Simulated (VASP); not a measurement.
# Ge (P6_3/mmc) in VASP: a series of runs

Ge is run at these levels: r2SCAN; tasks: single point.

All numbers are computed with VASP 6.6.1; they aren't measurements. Logs are shortened: lines on timing, memory, paths and dates and some standing lists are left out, and cuts for length are marked.

## (1) The cell of the first run

Symmetry: P6_3/mmc, No. 194, hexagonal system. The conventional cell has a = 3.935 Å, b = 3.935 Å, c = 6.617 Å, α = 90.00°, β = 90.00°, γ = 120.00°. Within 3.2 Å of Ge (site symmetry 3m) lie 4 Ge at 2.42 to 2.46 Å.

This isn't the form of Ge at room conditions, which is diamond.

## (2) Single point, r2SCAN (strained cell)

POSCAR reads:

```
Ge
1.0
    3.9347849441      0.0000000000      0.0000000000
   -1.9673924721      3.4076237200      0.0000000000
    0.0000000000      0.0000000000      6.6166378371
Ge
4
Direct
    0.3333333333      0.6666666667      0.0010929838
    0.6666666667      0.3333333333      0.5010929838
    0.3333333333      0.6666666667      0.3729070162
    0.6666666667      0.3333333333      0.8729070162
```

INCAR.step1 reads:

```
SYSTEM = Ge
ALGO = Normal ; EDIFF = 1E-5
ENCUT = 550 ; GGA = PE
GGA_COMPAT = .FALSE. ; ISMEAR = 0
LASPH = .TRUE. ; LCHARG = .FALSE.
LREAL = .FALSE. ; LWAVE = .TRUE.
NBANDS = 36 ; NELM = 120
PREC = Accurate ; SIGMA = 0.01
```

INCAR.step2 reads:

```
SYSTEM = Ge
ALGO = Normal ; EDIFF = 1E-6
ENCUT = 550 ; GGA_COMPAT = .FALSE.
ISIF = 2 ; ISMEAR = 0
ISTART = 1 ; LASPH = .TRUE.
LCHARG = .TRUE. ; LELF = .TRUE.
LMIXTAU = .TRUE. ; LREAL = .FALSE.
LVHAR = .TRUE. ; LWAVE = .FALSE.
METAGGA = R2SCAN ; NBANDS = 36
NELM = 120 ; PREC = Accurate
SIGMA = 0.01
```

KPOINTS reads:

```
k-points
0
G
  9 9 6
  0 0 0
```

Potentials or basis: VASP PAW PBE potentials, release 64 (Ge_d).

Launch:

```bash
$ cat potpaw_PBE.64/Ge_d/POTCAR > POTCAR
$ cp INCAR.step1 INCAR
$ mpirun -np 1 vasp_std > vasp.out
$ cp INCAR.step2 INCAR
$ mpirun -np 1 vasp_std > vasp.out
```

OUTCAR:

```text
SYSTEM = Ge
   EDIFF = 1E-6
   ENCUT = 550
   ISIF = 2
   ISMEAR = 0
   ISTART = 1
   LASPH = .TRUE.
   LREAL = .FALSE.
   METAGGA = R2SCAN
   NELM = 120
   PREC = Accurate

 ion  position               nearest neighbor table
   1  0.333  0.667  0.001-   4 2.42   4 2.42   4 2.42   3 2.46
   2  0.667  0.333  0.501-   3 2.42   3 2.42   3 2.42   4 2.46
   3  0.333  0.667  0.373-   2 2.42   2 2.42   2 2.42   1 2.46
   4  0.667  0.333  0.873-   1 2.42   1 2.42   1 2.42   2 2.46

  LATTYP: Found a hexagonal cell.
 ALAT       =     3.9347849441
 C/A-ratio  =     1.6815754688

  Lattice vectors:

 A1 = (   3.9347849441,   0.0000000000,   0.0000000000)
 A2 = (  -1.9673924721,   3.4076237200,   0.0000000000)
 A3 = (   0.0000000000,   0.0000000000,   6.6166378371)

Analysis of symmetry for initial positions (statically):
=====================================================================
 Subroutine PRICEL returns:
 Original cell was already a primitive cell.

 Routine SETGRP: Setting up the symmetry group for a
 hexagonal supercell.

 Subroutine GETGRP returns: Found 24 space group operations
 (whereof  6 operations were pure point group operations)
 out of a pool of 24 trial point group operations.

The static configuration has the point symmetry C_3v.
 The point group associated with its full space group is D_6h.

Analysis of symmetry for dynamics (positions and initial velocities):
=====================================================================
 Subroutine PRICEL returns:
 Original cell was already a primitive cell.

 Routine SETGRP: Setting up the symmetry group for a
 hexagonal supercell.

 Subroutine GETGRP returns: Found 24 space group operations
 (whereof  6 operations were pure point group operations)
 out of a pool of 24 trial point group operations.

The dynamic configuration has the point symmetry C_3v.
 The point group associated with its full space group is D_6h.

 Subroutine INISYM returns: Found 24 space group operations
 (whereof  6 operations are pure point group operations),
 and found     1 'primitive' translations

----------------------------------------------------------------------------------------

                                     Primitive cell

  volume of cell :      88.7176

  direct lattice vectors                    reciprocal lattice vectors
     3.934784944  0.000000000  0.000000000     0.254143496  0.146729816  0.000000000
    -1.967392472  3.407623720  0.000000000     0.000000000  0.293459631  0.000000000
[... 86 lines left out ...]
   LASPH  =      T    aspherical Exc in radial PAW
   ENCUT  =  550.0 eV  40.42 Ry    6.36 a.u.   7.52  7.52 12.65*2*pi/ulx,y,z
   NELM   =    120;   NELMIN=  2; NELMDL=  0     # of ELM steps
   EDIFF  = 0.1E-05   stopping-criterion for ELM
   LREAL  =      F    real-space projection
   EDIFFG = 0.1E-04   stopping-criterion for IOM
   NSW    =      0    number of steps for IOM
   IBRION =     -1    ionic relax: 0-MD 1-quasi-New 2-CG
   NFREE  =      0    steps in history (QN), initial steepest desc. (CG)
   ISIF   =      2    stress and relaxation
   ISYM   =      2    0-nonsym 1-usesym 2-fastsym
   POTIM  = 0.5000    time-step for ionic-motion
   TEBEG  =    0.0;   TEEND  =   0.0 temperature during run
   PSTRESS=    0.0 pullay stress
   NELECT =      56.0000    total number of electrons
   NUPDOWN=      -1.0000    fix difference up-down
   EMIN   =  10.00;   EMAX   =-10.00  energy-range for DOS
   EFERMI =   0.00;   METHOD = LEGACY
   ISMEAR =     0;   SIGMA  =   0.01  broadening in eV -4-tet -1-fermi 0-gaus
   EFERMI_NEDOS =   21; number of points for ismear=-14 and -15
   IALGO  =     38    algorithm
   IMIX   =      4    mixing-type and parameters
     AMIX     =   0.40;   BMIX     =  1.00
     AMIX_MAG =   1.60;   BMIX_MAG =  1.00
  volume/ion in A,a.u.               =      22.18       149.67
  Fermi-wavevector in a.u.,A,eV,Ry     =   1.404325  2.653789 26.832425  1.972128
  Thomas-Fermi vector in A             =   2.526898
   LORBIT       =      0    0 simple, 1 ext, 2 COOP (PROOUT), +10 PAW based schemes
   METAGGA = R2SCAN    functional components
   LHFCALC =     F    Hartree Fock is set to
   AEXX    =    0.0000 exact exchange contribution
   IVDW    =     0    specifies the selected vdW correction
   LEPSILON=     F    determine dielectric tensor
   LRPA    =     F    only Hartree local field effects (RPA)
 non-spin polarized calculation
 Gauss-broadening in eV      SIGMA  =   0.01
  energy-cutoff  :      550.00
  volume of cell :       88.72
 maximum number of plane-waves:      2642
 NGX is ok and might be reduce to    30
   NGX = 15   NGY = 15   NGZ = 25

 number of electron      56.0000022 magnetization

 Free energy of the ion-electron system (eV)
  ---------------------------------------------------
  ext. energy  EPLUGINS =         0.00000000
  ---------------------------------------------------
  free energy    TOTEN  =       -55.38847852 eV

  energy without entropy =      -55.38847852  energy(sigma->0) =      -55.38847852

 E-fermi :   5.3761     XC(G=0): -10.9239

 val. band max:        5.2395083582   @ k =   0.0000   0.0000   0.0000
 cond. band min:       5.5616793948   @ k =   0.4444  -0.0000   0.3333
 fundamental gap:      0.3221710367
 Fermi energy:         5.3761384474

 k-point     1 :       0.0000    0.0000    0.0000
  band No.  band energies     occupation
      1     -20.5655      2.00000
      2     -20.5655      2.00000
      3     -20.5228      2.00000
      4     -20.5228      2.00000
      5     -20.5080      2.00000
      6     -20.5050      2.00000
[... 925 lines left out ...]
     35      12.9154      0.00000
     36      12.9154      0.00000

 [... further k-points ...]
[... 5 lines left out ...]
  --------------------------------------------------------------------------------------
  -------------------------------------------------------------------------------------
  Total        1.7536921      1.7536921      0.1897113     -0.0000000     -0.0000000      0.0000000
  in kB       31.6704273     31.6704273      3.4260506     -0.0000000     -0.0000000      0.0000000
  external PRESSURE =      22.2556351 kB  Pullay stress =       0.0000000 kB

 VOLUME and BASIS-vectors are now :
 -----------------------------------------------------------------------------
  energy-cutoff  :      550.00
  volume of cell :       88.72
      direct lattice vectors                 reciprocal lattice vectors
     3.934784944  0.000000000  0.000000000     0.254143496  0.146729816  0.000000000
    -1.967392472  3.407623720  0.000000000     0.000000000  0.293459631  0.000000000
     0.000000000  0.000000000  6.616637837     0.000000000  0.000000000  0.151134160

 POSITION                                       TOTAL-FORCE (eV/Angst)
 -----------------------------------------------------------------------------------
     -0.00000      2.27175      0.00723         0.000000     -0.000000      0.001345
      1.96739      1.13587      3.31555        -0.000000     -0.000000      0.001345
     -0.00000      2.27175      2.46739         0.000000      0.000000     -0.001345
      1.96739      1.13587      5.77571        -0.000000      0.000000     -0.001345
 -----------------------------------------------------------------------------------
    total drift:                               -0.000000     -0.000000     -0.000632

  FREE ENERGIE OF THE ION-ELECTRON SYSTEM (eV)
  ---------------------------------------------------
  free  energy   TOTEN  =       -55.3884785237 eV

  energy  without entropy=      -55.3884785237  energy(sigma->0) =      -55.38847852
```

OUTCAR.step1:

```text
SYSTEM = Ge
   EDIFF = 1E-5
   ENCUT = 550
   GGA = PE
   ISMEAR = 0
   LASPH = .TRUE.
   LREAL = .FALSE.
   NELM = 120
[... 1166 lines left out ...]
      1.96739      1.13587      3.31555        -0.000000     -0.000000      0.024145
     -0.00000      2.27175      2.46739         0.000000      0.000000     -0.024145
      1.96739      1.13587      5.77571        -0.000000     -0.000000     -0.024145
 -----------------------------------------------------------------------------------
    total drift:                               -0.000000     -0.000000      0.000169

  FREE ENERGIE OF THE ION-ELECTRON SYSTEM (eV)
  ---------------------------------------------------
  free  energy   TOTEN  =       -17.8890185972 eV

  energy  without entropy=      -17.8889979239  energy(sigma->0) =      -17.88900826
```

OSZICAR.step1:

```text
N       E                     dE             d eps       ncg     rms          rms(c)
DAV:   1     0.506468843809E+03    0.50647E+03   -0.28949E+04  4088   0.448E+03
DAV:   2     0.705321366326E+02   -0.43594E+03   -0.42421E+03  3456   0.840E+02
DAV:   3    -0.132426764640E+02   -0.83775E+02   -0.82662E+02  3732   0.212E+02
DAV:   4    -0.179860164587E+02   -0.47433E+01   -0.47261E+01  4056   0.588E+01
DAV:   5    -0.180831995177E+02   -0.97183E-01   -0.97160E-01  3904   0.938E+00    0.469E+00
DAV:   6    -0.179534698785E+02    0.12973E+00   -0.70271E-02  3860   0.200E+00    0.276E+00
DAV:   7    -0.178847428345E+02    0.68727E-01   -0.12005E-01  3844   0.231E+00    0.203E-01
DAV:   8    -0.178881306628E+02   -0.33878E-02   -0.13367E-02  3840   0.999E-01    0.950E-02
DAV:   9    -0.178889324650E+02   -0.80180E-03   -0.88248E-04  3804   0.142E-01    0.323E-02
DAV:  10    -0.178890025474E+02   -0.70082E-04   -0.83468E-05  3272   0.749E-02    0.104E-02
DAV:  11    -0.178890173360E+02   -0.14789E-04   -0.31787E-05  2992   0.271E-02    0.309E-03
DAV:  12    -0.178890185972E+02   -0.12613E-05   -0.23625E-06  2164   0.173E-02
   1 F= -.17889019E+02 E0= -.17889008E+02  d E =-.206734E-04
```

Run time: 14 min. Hardware: 1 thread of Oxide Virtual Turin-like, shared host; peak memory 0.26 GiB.

Results:

* Free energy: -55.3885 eV
* Pressure: 2.2 GPa
* Band gap on the k mesh: 0.32 eV (least direct gap 0.33 eV)

Caveat: the cell differs from its parent crystal (strained cell); the PAW data sets were made with another functional, which shifts forces and pressure a little.

## (3) Single point, r2SCAN (strained cell)

POSCAR reads:

```
Ge
1.0
    3.9347849441      0.0000000000      0.0000000000
   -1.9673924721      3.4076237200      0.0000000000
    0.0000000000      0.0000000000      6.6242689354
Ge
4
Direct
    0.3333333333      0.6666666667      0.0011500970
    0.6666666667      0.3333333333      0.5011500970
    0.3333333333      0.6666666667      0.3728499030
    0.6666666667      0.3333333333      0.8728499030
```

INCAR.step1 reads:

```
ALGO     = Normal         # electronic algorithm
EDIFF    = 1E-5           # SCF threshold, eV
ENCUT    = 550            # plane-wave cutoff, eV
GGA      = PE             # functional
GGA_COMPAT= F            
ISMEAR   = 0              # smearing method
LASPH    = T              # aspherical terms in the spheres
LCHARG   = F              # write CHGCAR
LREAL    = F              # projectors in reciprocal space
LWAVE    = T              # write WAVECAR
NBANDS   = 36             # bands
NELM     = 120            # most SCF steps
PREC     = Accurate       # precision mode
SIGMA    = 0.01           # smearing width, eV
```

INCAR.step2 reads:

```
ALGO     = Normal         # electronic algorithm
EDIFF    = 1E-6           # SCF threshold, eV
ENCUT    = 550            # plane-wave cutoff, eV
GGA_COMPAT= F            
ISIF     = 2              # what is computed and relaxed
ISMEAR   = 0              # smearing method
ISTART   = 1            
LASPH    = T              # aspherical terms in the spheres
LCHARG   = F              # write CHGCAR
LMIXTAU  = T            
LREAL    = F              # projectors in reciprocal space
LWAVE    = F              # write WAVECAR
METAGGA  = R2SCAN         # meta-GGA
NBANDS   = 36             # bands
NELM     = 120            # most SCF steps
PREC     = Accurate       # precision mode
SIGMA    = 0.01           # smearing width, eV
```

KPOINTS reads:

```
k-points
0
Gamma
  9 9 6
```

Potentials or basis: VASP PAW PBE potentials, release 64 (Ge_d).

Launch:

```bash
$ cat potpaw_PBE.64/Ge_d/POTCAR > POTCAR
$ cp INCAR.step1 INCAR
$ mpirun -np 1 vasp_std > vasp.out
$ cp INCAR.step2 INCAR
$ mpirun -np 1 vasp_std > vasp.out
```

Wall time 12 min (1 thread of Oxide Virtual Turin-like, shared host); peak memory 0.25 GiB.

It converged, with:

```yaml
Free_energy: -55.3887 eV
Pressure: 2.1 GPa
Band_gap_on_the_k_mesh: 0.32 eV (least direct gap 0.34 eV)
```

Forces on the atoms (eV/Å):
```
Ge   0.000  0.000  0.002
Ge   0.000  0.000  0.002
Ge   0.000  0.000 -0.002
Ge   0.000  0.000 -0.002
```

Stress tensor (GPa, compression positive):
```
3.14 0.00 0.00
0.00 3.14 0.00
0.00 0.00 0.13
```

Levels at points of the mesh, in eV from the valence-band top:
| k point | band 24 | band 25 | band 26 | band 27 | band 28 | band 29 | band 30 | band 31 | band 32 | band 33 |
| --- | --- | --- | --- | --- | --- | --- | --- | --- | --- | --- |
| (0.00, 0.00, 0.00) | -1.67 | -1.67 | -0.47 | 0.00 | 0.00 | 0.34 | 0.35 | 2.33 | 2.33 | 2.72 |
| (0.00, 0.00, 0.50) | -5.27 | -1.01 | -1.01 | -1.01 | -1.01 | 1.09 | 1.09 | 3.50 | 3.50 | 3.50 |

Caveat: the cell differs from its parent crystal (strained cell); the PAW data sets were made with another functional, which shifts forces and pressure a little. A k mesh can miss the band edges.
